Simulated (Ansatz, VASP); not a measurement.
One calculation of MnGa3, two programs

Contents of INCAR:

```
SYSTEM = MnGa3
  ALGO = Fast
  EDIFF = 1E-6
  EDIFFG = -0.01
  ENCUT = 600
  GGA = PS
  IBRION = 2
  ISIF = 3
  ISMEAR = 0
  LASPH = .TRUE.
  LCHARG = .FALSE.
  LREAL = .FALSE.
  LWAVE = .FALSE.
  NELM = 100
  NSW = 80
  PREC = Accurate
  SIGMA = 0.1
```

File KPOINTS:

```
k-points
0
G
  12 12 12
  0 0 0
```

File POSCAR:

```
MnGa3
1.0
    0.0000000000      3.1769426454      3.1769426454
    3.1769426454      0.0000000000      3.1769426454
    3.1769426454      3.1769426454      0.0000000000
Ga Mn
3 1
Direct
    0.2500000000      0.2500000000      0.2500000000
    0.7500000000      0.7500000000      0.7500000000
    0.5000000000      0.5000000000      0.5000000000
    0.0000000000      0.0000000000      0.0000000000
```

Input for Ansatz:

```yaml
crystal:
  lattice:
    - [0.0, 3.1769426454, 3.1769426454]
    - [3.1769426454, 0.0, 3.1769426454]
    - [3.1769426454, 3.1769426454, 0.0]
  atoms:
    - { symbol: Ga, position: [0.25, 0.25, 0.25] }
    - { symbol: Ga, position: [0.75, 0.75, 0.75] }
    - { symbol: Ga, position: [0.5, 0.5, 0.5] }
    - { symbol: Mn, position: [0.0, 0.0, 0.0] }
basis:
  ecutwfc: 420
kpoints:
  mp_grid: { grid: [12, 12, 12] }
hamiltonian:
  xc: pbesol
scf:
  occupations: { method: gaussian, width: 0.1 }
  lower_state_search: "off"
output:
  forces: true
  stress: true
  eigenvalues: true
relax:
  adjacent_minimum: "off"
  f_tol: 0.01
  max_steps: 60
  cell: { stress_tol: 0.05 }
```

Alike in both runs: task relaxation of cell and atoms; functional PBEsol; k mesh 12 × 12 × 12; occupations gaussian, width 0.1 eV; no spin polarisation.

|  | VASP | Ansatz |
| --- | --- | --- |
| version | VASP 6.6.1 | Ansatz 0.2.0 |
| potentials or method | VASP PAW PBE potentials, release 64 (Ga_d, Mn_pv), cutoff 600 eV | scalar-relativistic, plane waves, PAW |
| valence electrons in the cell | 52 | 54 |

|  | VASP | Ansatz | Ansatz less VASP |
| --- | --- | --- | --- |
| gap on the k mesh at the Fermi level, each at its own relaxed structure (eV) | none | none | - |
| relaxed volume (Å³/atom) | 14.17 | 14.16 | -0.010 |
| relaxed length of the cell vector where the two differ most in proportion (Å) | 4.312 | 4.311 | -0.0010 |

VASP's potentials were made for PBE, not for PBEsol. A gap of «none» marks a metal or a gap that the smearing closes. VASP's potentials hold 52 valence electrons a cell and Ansatz's 54, so a difference there can come from the potentials and not from the codes.
